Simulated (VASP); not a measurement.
# TiO2 (Rutile) (P4_2/mnm) in VASP: further runs

Runs on TiO2 (Rutile). Level: PBEsol. Tasks: single point.

All numbers are computed with VASP 6.6.1; they aren't measurements. Logs are shortened: lines on timing, memory, paths and dates and some standing lists are left out, and cuts for length are marked.

**The experiment to reproduce.**

From “Shallow Valence Band of Rutile GeO2 and P-type Doping”, 2020, arxiv:2011.08928, for a bulk crystal of TiO2 at 1.6 K: band gap 3.03 eV (direct).

How close the calculation comes is told below.

**1. The cell of the first run**

The structure is tetragonal, space group P4_2/mnm (No. 136). Conventional cell: a = 4.591 Å, b = 4.591 Å, c = 2.939 Å, α = 90.00°, β = 90.00°, γ = 90.00°. Ti (site symmetry mmm) has 6 O at 1.94 to 1.98 Å within 2.6 Å. O (site symmetry m2m) has 3 Ti at 1.94 to 1.98 Å and 1 O at 2.54 Å within 2.6 Å.

**2. Single point, PBEsol**

The input, INCAR:

```
PREC     = Accurate       # precision mode
ENCUT    = 520            # plane-wave cutoff, eV
EDIFF    = 1E-6           # SCF threshold, eV
ISMEAR   = 0              # smearing method
SIGMA    = 0.02           # smearing width, eV
LREAL    = False          # projectors in reciprocal space
LASPH    = True           # aspherical terms in the spheres
NELM     = 80             # most SCF steps
ALGO     = Normal         # electronic algorithm
ISIF     = 2              # what is computed and relaxed
LWAVE    = False          # write WAVECAR
LCHARG   = True           # write CHGCAR
GGA      = PS             # functional
LELF     = True           # ELF
LVHAR    = True         
NBANDS   = 33             # bands
```

The input, KPOINTS:

```
Automatic mesh
0
Gamma
  6 6 10
```

The input, POSCAR:

```
TiO2
1.0
    4.5908688271      0.0000000000      0.0000000000
    0.0000000000      4.5908688271      0.0000000000
    0.0000000000      0.0000000000      2.9392264234
Ti O
2 4
Direct
    0.0000000000      0.0000000000      0.0000000000
    0.5000000000      0.5000000000      0.5000000000
    0.3044100929      0.3044100929      0.0000000000
    0.1955899071      0.8044100929      0.5000000000
    0.6955899071      0.6955899071      0.0000000000
    0.8044100929      0.1955899071      0.5000000000
```

Potentials or basis: VASP PAW PBE potentials, release 64 (Ti_sv, O).

On the command line:

```
cat potpaw_PBE.64/Ti_sv/POTCAR potpaw_PBE.64/O/POTCAR > POTCAR
mpirun -np 1 vasp_std > vasp.out
```

OUTCAR:

```text
PREC = Accurate
   ENCUT = 520
   EDIFF = 1E-6
   ISMEAR = 0
   LREAL = False
   LASPH = True
   NELM = 80
   ISIF = 2
   GGA = PS

 ion  position               nearest neighbor table
   1  0.000  0.000  0.000-   4 1.94   6 1.94   4 1.94   6 1.94   5 1.98   3 1.98
   2  0.500  0.500  0.500-   3 1.94   5 1.94   3 1.94   5 1.94   4 1.98   6 1.98
   3  0.304  0.304  0.000-   2 1.94   2 1.94   1 1.98
   4  0.196  0.804  0.500-   1 1.94   1 1.94   2 1.98
   5  0.696  0.696  0.000-   2 1.94   2 1.94   1 1.98
   6  0.804  0.196  0.500-   1 1.94   1 1.94   2 1.98

  LATTYP: Found a simple tetragonal cell.
 ALAT       =     4.5908688271
 C/A-ratio  =     0.6402331528

  Lattice vectors:

 A1 = (   4.5908688271,   0.0000000000,   0.0000000000)
 A2 = (   0.0000000000,   4.5908688271,   0.0000000000)
 A3 = (   0.0000000000,   0.0000000000,   2.9392264234)

Analysis of symmetry for initial positions (statically):
=====================================================================
 Subroutine PRICEL returns:
 Original cell was already a primitive cell.

 Routine SETGRP: Setting up the symmetry group for a
 simple tetragonal supercell.

 Subroutine GETGRP returns: Found 16 space group operations
 (whereof  8 operations were pure point group operations)
 out of a pool of 16 trial point group operations.

The static configuration has the point symmetry D_2h.
 The point group associated with its full space group is D_4h.

Analysis of symmetry for dynamics (positions and initial velocities):
=====================================================================
 Subroutine PRICEL returns:
 Original cell was already a primitive cell.

 Routine SETGRP: Setting up the symmetry group for a
 simple tetragonal supercell.

 Subroutine GETGRP returns: Found 16 space group operations
 (whereof  8 operations were pure point group operations)
 out of a pool of 16 trial point group operations.

The dynamic configuration has the point symmetry D_2h.
 The point group associated with its full space group is D_4h.

 Subroutine INISYM returns: Found 16 space group operations
 (whereof  8 operations are pure point group operations),
 and found     1 'primitive' translations

----------------------------------------------------------------------------------------

                                     Primitive cell

  volume of cell :      61.9474

  direct lattice vectors                    reciprocal lattice vectors
     4.590868827  0.000000000  0.000000000     0.217823693  0.000000000  0.000000000
     0.000000000  4.590868827  0.000000000     0.000000000  0.217823693  0.000000000
     0.000000000  0.000000000  2.939226423     0.000000000  0.000000000  0.340225575

  length of vectors
     4.590868827  4.590868827  2.939226423     0.217823693  0.217823693  0.340225575

  position of ions in fractional coordinates (direct lattice)
     0.000000000  0.000000000  0.000000000
     0.500000000  0.500000000  0.500000000
     0.304410093  0.304410093  0.000000000
     0.195589907  0.804410093  0.500000000
     0.695589907  0.695589907  0.000000000
     0.804410093  0.195589907  0.500000000

  ion indices of the primitive-cell ions
   primitive index   ion index
                 1           1
                 2           2
                 3           3
                 4           4
                 5           5
                 6           6

----------------------------------------------------------------------------------------

 KPOINTS: Automatic mesh

Automatic generation of k-mesh.
 Grid dimensions read from file:
 generate k-points for:    6    6   10

 Generating k-lattice:

  Cartesian coordinates                     Fractional coordinates (reciprocal lattice)
     0.036303949  0.000000000  0.000000000     0.166666667  0.000000000  0.000000000
     0.000000000  0.036303949  0.000000000     0.000000000  0.166666667  0.000000000
     0.000000000  0.000000000  0.034022558     0.000000000  0.000000000  0.100000000

  Length of vectors
     0.036303949  0.036303949  0.034022558

  Shift w.r.t. Gamma in fractional coordinates (k-lattice)
     0.000000000  0.000000000  0.000000000

 Subroutine IBZKPT returns following result:
 ===========================================

 Found     60 irreducible k-points:

 Following reciprocal coordinates:
            Coordinates               Weight
  0.000000  0.000000  0.000000      1.000000
  0.166667  0.000000  0.000000      4.000000
  0.333333  0.000000  0.000000      4.000000
  0.500000  0.000000  0.000000      2.000000
  0.166667  0.166667  0.000000      4.000000
  0.333333  0.166667  0.000000      8.000000
[... 16 lines left out ...]
  0.333333  0.000000  0.200000      8.000000
  0.500000  0.000000  0.200000      4.000000
 [... further k-points ...]
   k-points           NKPTS =     60   k-points in BZ     NKDIM =     60   number of bands    NBANDS=     33
   number of dos      NEDOS =    301   number of ions     NIONS =      6
   total plane-waves  NPLWV =  31104
   dimension x,y,z NGX =    36 NGY =   36 NGZ =   24
   dimension x,y,z NGXF=    72 NGYF=   72 NGZF=   48
   ions per type =               2   4
   NGX,Y,Z   is equivalent  to a cutoff of  13.04, 13.04, 13.57 a.u.
   NGXF,Y,Z  is equivalent  to a cutoff of  26.07, 26.07, 27.15 a.u.
 SYSTEM =  unknown system
   PREC   = accura    normal or accurate (medium, high low for compatibility)
   ISTART =      0    job   : 0-new  1-cont  2-samecut
   ICHARG =      2    charge: 1-file 2-atom 10-const
   ISPIN  =      1    spin polarized calculation?
   LNONCOLLINEAR =      F non collinear calculations
   LSORBIT =      F    spin-orbit coupling
   LASPH  =      T    aspherical Exc in radial PAW
   ENCUT  =  520.0 eV  38.22 Ry    6.18 a.u.   8.54  8.54  5.47*2*pi/ulx,y,z
   NELM   =     80;   NELMIN=  2; NELMDL= -5     # of ELM steps
   EDIFF  = 0.1E-05   stopping-criterion for ELM
   LREAL  =      F    real-space projection
[... 7 lines left out ...]
   TEBEG  =    0.0;   TEEND  =   0.0 temperature during run
   PSTRESS=    0.0 pullay stress
   NELECT =      48.0000    total number of electrons
   NUPDOWN=      -1.0000    fix difference up-down
   EMIN   =  10.00;   EMAX   =-10.00  energy-range for DOS
   EFERMI =   0.00;   METHOD = LEGACY
   ISMEAR =     0;   SIGMA  =   0.02  broadening in eV -4-tet -1-fermi 0-gaus
   EFERMI_NEDOS =   21; number of points for ismear=-14 and -15
   IALGO  =     38    algorithm
   IMIX   =      4    mixing-type and parameters
     AMIX     =   0.40;   BMIX     =  1.00
     AMIX_MAG =   1.60;   BMIX_MAG =  1.00
  volume/ion in A,a.u.               =      10.32        69.67
  Fermi-wavevector in a.u.,A,eV,Ry     =   1.503653  2.841492 30.762398  2.260972
  Thomas-Fermi vector in A             =   2.614735
   LORBIT       =      0    0 simple, 1 ext, 2 COOP (PROOUT), +10 PAW based schemes
   GGA     = PS    functional components
   LHFCALC =     F    Hartree Fock is set to
   AEXX    =    0.0000 exact exchange contribution
   IVDW    =     0    specifies the selected vdW correction
   LEPSILON=     F    determine dielectric tensor
   LRPA    =     F    only Hartree local field effects (RPA)
 non-spin polarized calculation
 Gauss-broadening in eV      SIGMA  =   0.02
  energy-cutoff  :      520.00
  volume of cell :       61.95
 maximum number of plane-waves:      1696
 NGX is ok and might be reduce to    36
   NGX = 17   NGY = 17   NGZ = 11

 number of electron      48.0000019 magnetization

 Free energy of the ion-electron system (eV)
  ---------------------------------------------------
  ext. energy  EPLUGINS =         0.00000000
  ---------------------------------------------------
  free energy    TOTEN  =       -56.09834582 eV

  energy without entropy =      -56.09834582  energy(sigma->0) =      -56.09834582

 E-fermi :   5.0057     XC(G=0): -11.7432

 val. band max:        4.8032431453   @ k =   0.0000   0.0000   0.0000
 cond. band min:       6.6434983338   @ k =   0.0000   0.0000   0.0000
 fundamental gap:      1.8402551885
 Fermi energy:         5.0056988288

 k-point     1 :       0.0000    0.0000    0.0000
  band No.  band energies     occupation
      1     -51.8200      2.00000
      2     -51.8016      2.00000
      3     -28.2508      2.00000
      4     -28.2508      2.00000
      5     -28.0762      2.00000
      6     -28.0762      2.00000
[... 25 lines left out ...]
     32      11.5259      0.00000
     33      11.5327      0.00000

 k-point     2 :       0.1667    0.0000    0.0000
  band No.  band energies     occupation
      1     -51.8187      2.00000
      2     -51.8029      2.00000
      3     -28.2415      2.00000
      4     -28.2405      2.00000
      5     -28.0877      2.00000
      6     -28.0868      2.00000
[... 25 lines left out ...]
     32      11.4297      0.00000
     33      11.4500      0.00000

 k-point     3 :       0.3333    0.0000    0.0000
  band No.  band energies     occupation
      1     -51.8154      2.00000
      2     -51.8062      2.00000
      3     -28.2164      2.00000
      4     -28.2140      2.00000
      5     -28.1166      2.00000
      6     -28.1141      2.00000
[... 25 lines left out ...]
     32      11.2374      0.00000
     33      11.2770      0.00000

 k-point     4 :       0.5000    0.0000    0.0000
  band No.  band energies     occupation
      1     -51.8108      2.00000
      2     -51.8108      2.00000
      3     -28.1938      2.00000
      4     -28.1938      2.00000
      5     -28.1379      2.00000
      6     -28.1379      2.00000
[... 25 lines left out ...]
     32      10.9836      0.00000
     33      11.1588      0.00000

 k-point     5 :       0.1667    0.1667    0.0000
  band No.  band energies     occupation
      1     -51.8177      2.00000
      2     -51.8039      2.00000
      3     -28.2542      2.00000
      4     -28.2125      2.00000
      5     -28.1174      2.00000
      6     -28.0742      2.00000
[... 604 lines left out ...]
 k-point    22 :       0.1667    0.0000    0.2000
  band No.  band energies     occupation
      1     -51.8018      2.00000
      2     -51.7889      2.00000
      3     -28.2171      2.00000
      4     -28.1997      2.00000
      5     -28.1809      2.00000
      6     -28.1779      2.00000
[... 25 lines left out ...]
     32      10.8078      0.00000
     33      11.0214      0.00000

 k-point    23 :       0.3333    0.0000    0.2000
  band No.  band energies     occupation
      1     -51.7990      2.00000
      2     -51.7916      2.00000
      3     -28.2191      2.00000
      4     -28.1978      2.00000
      5     -28.1718      2.00000
      6     -28.1569      2.00000
[... 25 lines left out ...]
     32      10.4073      0.00000
     33      11.0192      0.00000

 k-point    24 :       0.5000    0.0000    0.2000
  band No.  band energies     occupation
      1     -51.7953      2.00000
      2     -51.7953      2.00000
      3     -28.2107      2.00000
      4     -28.2107      2.00000
      5     -28.1509      2.00000
      6     -28.1509      2.00000
[... 25 lines left out ...]
     32      10.2217      0.00000
     33      11.4123      0.00000

 [... further k-points ...]
[... 5 lines left out ...]
  --------------------------------------------------------------------------------------
  -------------------------------------------------------------------------------------
  Total        0.2164630      0.2164630      0.3170483      0.0000000      0.0000000      0.0000000
  in kB        5.5984965      5.5984965      8.1999865      0.0000000      0.0000000      0.0000000
  external PRESSURE =       6.4656598 kB  Pullay stress =       0.0000000 kB

 VOLUME and BASIS-vectors are now :
 -----------------------------------------------------------------------------
  energy-cutoff  :      520.00
  volume of cell :       61.95
      direct lattice vectors                 reciprocal lattice vectors
     4.590868827  0.000000000  0.000000000     0.217823693  0.000000000  0.000000000
     0.000000000  4.590868827  0.000000000     0.000000000  0.217823693  0.000000000
     0.000000000  0.000000000  2.939226423     0.000000000  0.000000000  0.340225575

 POSITION                                       TOTAL-FORCE (eV/Angst)
 -----------------------------------------------------------------------------------
      0.00000      0.00000      0.00000        -0.000000      0.000000      0.000000
      2.29543      2.29543      1.46961        -0.000000      0.000000      0.000000
      1.39751      1.39751      0.00000        -0.015044     -0.015044     -0.000000
      0.89793      3.69294      1.46961         0.015044     -0.015044     -0.000000
      3.19336      3.19336      0.00000         0.015044      0.015044      0.000000
      3.69294      0.89793      1.46961        -0.015044      0.015044      0.000000
 -----------------------------------------------------------------------------------
    total drift:                                0.000000      0.000000     -0.000000

  FREE ENERGIE OF THE ION-ELECTRON SYSTEM (eV)
  ---------------------------------------------------
  free  energy   TOTEN  =       -56.0983458173 eV

  energy  without entropy=      -56.0983458173  energy(sigma->0) =      -56.09834582
```

It took 1.7 min on 1 thread of Intel Xeon Platinum 8259CL at 2.50GHz (Skylake/Cascade Lake), shared host; peak memory 0.23 GiB.

What came out:

```
Free energy            : -56.0983 eV
Pressure               : 0.6 GPa
Largest force          : 0.021 eV/Å
Band gap on the k mesh : 1.84 eV, direct
```

Forces in eV/Å, atoms in the order of the input:
```
Ti   0.000  0.000  0.000
Ti   0.000  0.000  0.000
O   -0.015 -0.015  0.000
O    0.015 -0.015  0.000
O    0.015  0.015  0.000
O   -0.015  0.015  0.000
```

Caveat: the PAW data sets were made with another functional, which shifts forces and pressure a little.

**3. Single point, PBEsol**

The input, INCAR:

```
SYSTEM = TiO2
ALGO = Normal
EDIFF = 1E-6
ENCUT = 520
GGA = PS
ISIF = 2
ISMEAR = 0
LASPH = .TRUE.
LCHARG = .TRUE.
LELF = .TRUE.
LREAL = .FALSE.
LVHAR = .TRUE.
LWAVE = .FALSE.
NBANDS = 33
NELM = 100
PREC = Accurate
SIGMA = 0.02
```

The input, KPOINTS:

```
k-points
0
G
  6 6 10
  0 0 0
```

POSCAR is that of step 2.

Potentials or basis: VASP PAW PBE potentials, release 64 (Ti_sv, O).

On the command line:

```
cat potpaw_PBE.64/Ti_sv/POTCAR potpaw_PBE.64/O/POTCAR > POTCAR
mpirun -np 1 vasp_std > vasp.out
```

It took 1.8 min on 1 thread of Intel Xeon Platinum 8259CL at 2.50GHz (Skylake/Cascade Lake), shared host; peak memory 0.23 GiB.

The run converged. Its results:

| Quantity | Value |
| --- | --- |
| Free energy | -56.0983 eV |
| Pressure | 0.6 GPa |
| Largest force | 0.021 eV/Å |
| Band gap on the k mesh | 1.84 eV, direct |

Forces on the atoms (eV/Å):
```
Ti   0.000  0.000  0.000
Ti   0.000  0.000  0.000
O   -0.015 -0.015  0.000
O    0.015 -0.015  0.000
O    0.015  0.015  0.000
O   -0.015  0.015  0.000
```

Stress tensor (GPa, compression positive):
```
0.56 0.00 0.00
0.00 0.56 0.00
0.00 0.00 0.82
```

Levels at points of the mesh, in eV from the valence-band top:
```
           k point  band 22  band 23  band 24  band 25  band 26  band 27
(0.00, 0.00, 0.00)    -0.46    -0.46     0.00     1.84     2.12     2.42
(0.50, 0.00, 0.00)    -1.64    -0.76    -0.76     2.52     2.52     3.05
(0.50, 0.50, 0.00)    -1.29    -1.09    -1.09     1.88     1.88     2.54
(0.00, 0.00, 0.50)    -2.43    -1.45    -1.45     2.99     2.99     3.23
(0.50, 0.00, 0.50)    -2.08    -1.06    -1.06     1.88     1.88     3.26
(0.50, 0.50, 0.50)    -1.31    -0.68    -0.68     2.60     2.60     3.22
```

Caveat: the PAW data sets were made with another functional, which shifts forces and pressure a little.

**4. Comparison with measurements**

Step 2. A measured gap of TiO2 is 3.03 eV (direct; 1.6 K; quoted in “Shallow Valence Band of Rutile GeO2 and P-type Doping”, 2020, arxiv:2011.08928); the calculated 1.84 eV misses it by -1.19 eV. 2 values of this kind are on record in papers (3.03 to 3.05 eV); this one was drawn at random among those near their median. The value is that of PBEsol on a finite k mesh, which can miss the band edges, without temperature or zero-point motion. Semilocal functionals fall short of measured gaps as a rule.

Step 3. Against the measured gap of TiO2, 3.03 eV (direct; 1.6 K; quoted in “Shallow Valence Band of Rutile GeO2 and P-type Doping”, 2020, arxiv:2011.08928), the calculated 1.84 eV is off by -1.19 eV. 2 values of this kind are on record in papers (3.03 to 3.05 eV); this one was drawn at random among those near their median. The value is that of PBEsol on a finite k mesh, which can miss the band edges, without temperature or zero-point motion. Semilocal functionals fall short of measured gaps as a rule.
